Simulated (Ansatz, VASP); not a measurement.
**Two plane-wave programs on Ti**

```
CELL_PARAMETERS angstrom
0.00000 2.04849 1.75535
2.04849 0.00000 1.75535
2.04849 2.04849 0.00000
ATOMIC_POSITIONS crystal
Ti 0.00000 0.00000 0.00000
```

Alike in both runs: task single point; functional LDA; k mesh 22 × 22 × 22; occupations gaussian, width 0.15 eV; no spin polarisation.

|  | VASP | Ansatz |
| --- | --- | --- |
| version | VASP 6.6.1 | Ansatz 0.2.0 |
| potentials or method | VASP PAW LDA potentials, release 64 (Ti_sv), cutoff 520 eV | scalar-relativistic, plane waves, PAW |
| valence electrons in the cell | 12 | 12 |

```csv
,VASP,Ansatz,Ansatz less VASP
gap on the k mesh at the Fermi level (eV),none,none,-
pressure (GPa),10.9,11.2,+0.30
"traceless stress, the component that is largest in VASP (GPa)",1.40,1.37,-0.030
```

Ansatz warns that its potentials were made for another functional, while VASP's fit it. LDA's correlation is that of Perdew and Zunger in VASP and of Perdew and Wang (1992) in Ansatz. A gap of «none» marks a metal or a gap that the smearing closes.
